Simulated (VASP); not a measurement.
# CdSe: single point with PBEsol

The system is CdSe.

```
Cd Se
1.0
     0.00000    3.07027    3.07027
     3.07027    0.00000    3.07027
     3.07027    3.07027    0.00000
Cd Se
1 1
Direct
  0.00000 0.00000 0.00000
  0.75000 0.75000 0.75000
```

```
Program             : VASP 6.6.1
Task                : single point
Functional          : PBEsol
Potentials or basis : VASP PAW PBE potentials, release 64 (Cd, Se)
Cutoff              : 500 eV
k mesh              : 5 × 5 × 5
Occupations         : gaussian, width 0.01 eV
Spin                : no spin polarisation
```

```
Pressure               : -1.1 GPa
Band gap on the k mesh : 0.42 eV, direct
```

Levels at points of the mesh, in eV from the valence-band top:
```
           k point  band 7  band 8  band 9  band 10  band 11  band 12
(0.00, 0.00, 0.00)    0.00    0.00    0.00     0.42     5.85     5.85
```

It took 17 s on 1 thread of Intel Xeon 8259CL, with other jobs on the host, peak memory 0.17 GiB.

Caveat: the PAW data sets were made with another functional, which shifts forces and pressure a little. Expect the measured gap to be larger: semilocal functionals such as PBEsol lack the derivative discontinuity.
